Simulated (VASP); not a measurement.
# GaSb (Immm) in VASP: a series of runs

Runs on GaSb. Level: PBE. Tasks: relaxation of cell and atoms, single point.

Everything below comes from runs of VASP 6.6.1. Logs are shortened: lines on timing, memory, paths and dates and some standing lists are left out, and cuts for length are marked.

### Step 1. The cell of the first run

Symmetry: Immm, No. 71, orthorhombic system. Conventional cell: a = 3.112 Å, b = 5.350 Å, c = 5.787 Å, α = 90.00°, β = 90.00°, γ = 90.00°. Within 3.8 Å of Sb (site symmetry mmm) lie 6 Ga at 2.89 to 3.09 Å and 2 Sb at 3.11 Å. Ga (site symmetry mmm) has 6 Sb at 2.89 to 3.09 Å and 2 Ga at 3.11 Å within 3.8 Å.

### Step 2. Relaxation of cell and atoms, PBE, target pressure 30 GPa, at which the enthalpy is minimised

File INCAR:

```
ALGO = Normal
EDIFF = 1E-7
EDIFFG = -0.005
ENCUT = 600
GGA = PE
IBRION = 2
ISIF = 3
ISMEAR = -1
LASPH = T
LCHARG = F
LREAL = F
LWAVE = F
NELM = 100
NSW = 80
PREC = Accurate
PSTRESS = 300.0
SIGMA = 0.05
```

File KPOINTS:

```
k-points
0
Gamma
  10 10 10
```

File POSCAR:

```
GaSb
1.0
   -1.5559010000      2.6750030000      2.8933130000
    1.5559010000     -2.6750030000      2.8933130000
    1.5559010000      2.6750030000     -2.8933130000
Sb Ga
1 1
Direct
    0.5000000000      0.5000000000      0.0000000000
    0.0000000000      0.0000000000      0.0000000000
```

Potentials or basis: VASP PAW PBE potentials, release 64 (Sb, Ga_d).

Started as:

```
$ cat potpaw_PBE.64/Sb/POTCAR potpaw_PBE.64/Ga_d/POTCAR > POTCAR
$ mpirun -np 1 vasp_std > vasp.out
```

OUTCAR:

```text
EDIFF = 1E-7
   EDIFFG = -0.005
   ENCUT = 600
   GGA = PE
   IBRION = 2
   ISIF = 3
   ISMEAR = -1
   LASPH = T
   LREAL = F
   NELM = 100
   NSW = 80
   PREC = Accurate
   PSTRESS = 300.0

 ion  position               nearest neighbor table
   1  0.500  0.500  0.000-   2 2.89   2 2.89   2 3.09   2 3.09   2 3.09   2 3.09
   2  0.000  0.000  0.000-   1 2.89   1 2.89   1 3.09   1 3.09   1 3.09   1 3.09

  LATTYP: Found a body centered orthorhombic cell.
 ALAT       =     3.1118020000
 B/A-ratio  =     1.7192629865
 C/A-ratio  =     1.8595739703

  Lattice vectors:

 A1 = (  -1.5559010000,   2.6750030000,   2.8933130000)
 A2 = (   1.5559010000,  -2.6750030000,   2.8933130000)
 A3 = (   1.5559010000,   2.6750030000,  -2.8933130000)

Analysis of symmetry for initial positions (statically):
=====================================================================
 Subroutine PRICEL returns:
 Original cell was already a primitive cell.

 Routine SETGRP: Setting up the symmetry group for a
 body centered orthorhombic supercell.

 Subroutine GETGRP returns: Found  8 space group operations
 (whereof  8 operations were pure point group operations)
 out of a pool of  8 trial point group operations.

The static configuration has the point symmetry D_2h.

Analysis of symmetry for dynamics (positions and initial velocities):
=====================================================================
 Subroutine PRICEL returns:
 Original cell was already a primitive cell.

 Routine SETGRP: Setting up the symmetry group for a
 body centered orthorhombic supercell.

 Subroutine GETGRP returns: Found  8 space group operations
 (whereof  8 operations were pure point group operations)
 out of a pool of  8 trial point group operations.

The dynamic configuration has the point symmetry D_2h.

 Subroutine INISYM returns: Found  8 space group operations
 (whereof  8 operations are pure point group operations),
 and found     1 'primitive' translations

----------------------------------------------------------------------------------------

                                     Primitive cell

  volume of cell :      48.1683

  direct lattice vectors                    reciprocal lattice vectors
    -1.555901000  2.675003000  2.893313000     0.000000000  0.186915678  0.172812274
     1.555901000 -2.675003000  2.893313000     0.321357207  0.000000000  0.172812274
     1.555901000  2.675003000 -2.893313000     0.321357207  0.186915678  0.000000000

  length of vectors
     4.236476022  4.236476022  4.236476022     0.254561491  0.364876057  0.371763265

[... 104 lines left out ...]
   LORBIT       =      0    0 simple, 1 ext, 2 COOP (PROOUT), +10 PAW based schemes
   GGA     = PE    functional components
   LHFCALC =     F    Hartree Fock is set to
   AEXX    =    0.0000 exact exchange contribution
   IVDW    =     0    specifies the selected vdW correction
   LEPSILON=     F    determine dielectric tensor
   LRPA    =     F    only Hartree local field effects (RPA)
 conjugate gradient relaxation of ions
 non-spin polarized calculation
  energy-cutoff  :      600.00
  volume of cell :       48.17
 maximum number of plane-waves:      1627
 NGX is ok and might be reduce to    36
   NGX = 17   NGY = 17   NGZ = 17

--------------------------------------- Ionic step        1  -------------------------------------------

 number of electron      17.9999996 magnetization

 Free energy of the ion-electron system (eV)
  ---------------------------------------------------
  ext. energy  EPLUGINS =         0.00000000
  ---------------------------------------------------
  free energy    TOTEN  =        -6.97919132 eV

  energy without entropy =       -6.97371758  energy(sigma->0) =       -6.97645445

------------------------ aborting loop because EDIFF is reached ----------------------------------------

  FORCE on cell =-STRESS in cart. coord.  units (eV):
  Direction    XX          YY          ZZ          XY          YZ          ZX
  --------------------------------------------------------------------------------------
  -------------------------------------------------------------------------------------
  Total        0.2728460     -0.1261519     -0.2350774      0.0000000      0.0000000      0.0000000
  in kB        9.0754156     -4.1960685     -7.8191562      0.0000000      0.0000000      0.0000000
  external PRESSURE =    -300.9799363 kB  Pullay stress =     300.0000000 kB
[... 63 lines left out ...]
--------------------------------------- Ionic step        3  -------------------------------------------

 number of electron      17.9999999 magnetization

 E-fermi :   9.8361     XC(G=0): -11.4570

 val. band max:        9.8182081649   @ k =   0.5000   0.3000   0.1000
 cond. band min:       9.8439622880   @ k =   0.2000   0.0000  -0.0000
 fundamental gap:      0.0257541231
 Fermi energy:         9.8360986821

 k-point     1 :       0.0000    0.0000    0.0000
  band No.  band energies     occupation
      1      -5.5563      2.00000
      2      -5.4104      2.00000
      3      -5.4018      2.00000
      4      -5.3301      2.00000
      5      -5.2849      2.00000
      6      -4.3162      2.00000
      7       6.8336      2.00000
      8       7.4108      2.00000
      9       7.4199      2.00000
     10      12.6378      0.00000
     11      16.8746      0.00000
     12      16.9928      0.00000
     13      19.4273      0.00000
[... 401 lines left out ...]
  energy  without entropy=       -6.3345688038  energy(sigma->0) =       -6.33811359

  enthalpy is  TOTEN    =         0.6591699186 eV   P V=        7.0008283014

[... ionic steps 4 to 12 ...]

--------------------------------------- Ionic step       13  -------------------------------------------

 number of electron      18.0000004 magnetization

------------------------ aborting loop because EDIFF is reached ----------------------------------------
[... 71 lines left out ...]
--------------------------------------- Ionic step       15  -------------------------------------------

 number of electron      18.0000004 magnetization

 Free energy of the ion-electron system (eV)
  ---------------------------------------------------
  ext. energy  EPLUGINS =         0.00000000
  ---------------------------------------------------
  free energy    TOTEN  =        -6.13785078 eV

  energy without entropy =       -6.13319257  energy(sigma->0) =       -6.13552167

 E-fermi :  10.4196     XC(G=0): -11.6377

 val. band max:       10.4120440513   @ k =   0.3000   0.2000  -0.0000
 cond. band min:      10.4334517643   @ k =   0.5000   0.5000   0.2000
 fundamental gap:      0.0214077130
 Fermi energy:        10.4196361929

 k-point     1 :       0.0000    0.0000    0.0000
  band No.  band energies     occupation
      1      -5.1190      2.00000
      2      -4.9894      2.00000
      3      -4.9772      2.00000
      4      -4.9231      2.00000
      5      -4.8681      2.00000
      6      -4.1146      2.00000
      7       7.4102      2.00000
      8       8.2879      2.00000
      9       8.7254      2.00000
     10      13.3672      0.00000
     11      16.6371      0.00000
     12      17.6217      0.00000
     13      19.5011      0.00000
[... 401 lines left out ...]
  energy  without entropy=       -6.1331925653  energy(sigma->0) =       -6.13552167

  enthalpy is  TOTEN    =         0.6118259665 eV   P V=        6.7496767423

 reached required accuracy - stopping structural energy minimisation
```

CONTCAR:

```text
GaSb
   1.00000000000000
    -1.4610367126891386    2.3506386823348575    2.6240088937260291
     1.4610367126891386   -2.3506386823348575    2.6240088937260291
     1.4610367126891386    2.3506386823348575   -2.6240088937260291
  Sb              Ga
     1     1
Direct
     0.5000000000000000    0.5000000000000000    0.0000000000000000
     0.0000000000000000    0.0000000000000000    0.0000000000000000

  0.00000000E+00  0.00000000E+00  0.00000000E+00
  0.00000000E+00  0.00000000E+00  0.00000000E+00
```

It took 8.3 min on 1 thread of Intel Xeon 6975P-C (Granite Rapids), shared host; peak memory 0.33 GiB.

Results:

- Free energy: -6.1379 eV
- Relaxed volume: 18.02 Å³/atom
- Relaxed cell: a = 3.814 Å, b = 3.814 Å, c = 3.814 Å, α = 134.95°, β = 103.90°, γ = 93.05°
- Space group after relaxing (to 0.05 Å): Immm (No. 71)
- Energy change on relaxing (the enthalpy is what falls): +420.7 meV/atom
- Ionic steps: 15
- Pressure after relaxing: 30.0 GPa
- Band gap on the k mesh: zero (band 9 reaches 14.19 eV, above the bottom of band 10 at 6.63 eV)

The path:
```
step  energy change (eV)  largest force (eV/Å)  pressure (GPa)  volume (Å³)
   1              0.0000                0.0000           -0.10        48.17
   2              8.6787                0.0000          223.26        23.01
   3              0.6375                0.0000           24.24        37.39
   4              0.7625                0.0000           27.52        36.61
   5              0.8635                0.0000           30.11        36.05
   6              0.8638                0.0000           30.47        35.96
   7              0.8677                0.0000           30.60        35.93
   8              0.8093                0.0000           29.18        36.22
   9              0.8138                0.0000           29.25        36.20
  10              0.8762                0.0000           30.90        35.86
  11              0.8429                0.0000           30.03        36.04
  12              0.8428                0.0000           30.04        36.04
  13              0.8428                0.0000           30.03        36.04
  14              0.8398                0.0000           29.95        36.06
  15              0.8413                0.0000           30.02        36.05
```

Final structure:
```cif
data_structure
_symmetry_space_group_name_H-M 'P 1'
_symmetry_Int_Tables_number 1
_cell_length_a 3.8139
_cell_length_b 3.8139
_cell_length_c 3.8139
_cell_angle_alpha 134.950
_cell_angle_beta 103.901
_cell_angle_gamma 93.053
_cell_volume 36.05
loop_
_atom_site_label
_atom_site_type_symbol
_atom_site_fract_x
_atom_site_fract_y
_atom_site_fract_z
_atom_site_occupancy
Sb1 Sb 0.50000 0.50000 0.00000 1
Ga1 Ga 0.00000 0.00000 0.00000 1
```

Caveat: the cell is relaxed towards a set pressure, so the enthalpy falls and the energy may rise; the volume moved by over 15 % at a fixed basis, so the end points are rough; spin-orbit coupling is left out, which moves the levels of the heavy elements.

[end of part 1 of 2]
